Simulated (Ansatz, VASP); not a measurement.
**HfN: VASP beside Ansatz**

```xyz
2
Lattice="0.0000 2.2285 2.2285 2.2285 0.0000 2.2285 2.2285 2.2285 0.0000" Properties=species:S:1:pos:R:3 pbc="T T T"
Hf    0.0000    0.0000    0.0000
N     2.2285    2.2285    2.2285
```

Change from the starting cell: volume scaled by 0.96, PAW files.

Alike in both runs: task electric field gradients; functional PBE; k mesh 10 × 10 × 10; occupations fermi-dirac, width 0.03 eV; no spin polarisation.

```csv
,VASP,Ansatz
version,VASP 6.6.1,Ansatz 0.2.0
potentials or method,"VASP PAW PBE potentials, release 64 (Hf_pv, N)","PAW with Ansatz's default frozen-core files, scalar-relativistic"
plane-wave cutoff (eV),520,420
valence electrons in the cell,15,31
```

|  | VASP | Ansatz | Ansatz less VASP |
| --- | --- | --- | --- |
| pressure (GPa) | 15.7 | 18.1 | +2.47 |

VASP's potentials hold 15 valence electrons a cell and Ansatz's 31, so a difference there can come from the potentials and not from the codes.

Spin-orbit coupling is off throughout.
